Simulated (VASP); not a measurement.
AlSi8NO16, 26 atoms in the cell. The cell holds an amorphous packing of atoms, 26 atoms: a = 7.638 Å, b = 7.315 Å, c = 6.863 Å, α = 90.60°, β = 91.32°, γ = 92.31°. 

- Program: VASP 6.6.1
- Task: single point
- Functional: PBE
- Potentials or basis: VASP PAW PBE potentials, release 64 (Al, N, Si, O)
- Cutoff: 520 eV
- k mesh: 1 × 1 × 1, shifted
- Occupations: fermi-dirac, width 0.1379 eV
- Spin: no spin polarisation
- Dipole correction: no
- Further INCAR settings: LREAL = Auto; ALGO = Normal; EDIFF = 1e-06; NBANDS = 87; ISYM = 0

Potentials or basis: VASP PAW PBE potentials, release 64 (Al, N, Si, O).

The run is started by

```console
$ cat potpaw_PBE.64/Al/POTCAR potpaw_PBE.64/N/POTCAR potpaw_PBE.64/Si/POTCAR potpaw_PBE.64/O/POTCAR > POTCAR
$ mpirun -np 1 vasp_std > vasp.out
```

Hardware: 1 thread of Intel Xeon 6975P-C, on a shared host.

Question: How long does it take, and how much memory?

Answer: It took 93 s on 1 thread of Intel Xeon 6975P-C, on a shared host, peak memory 0.41 GiB. Counts: scf iterations 19, k points 1.
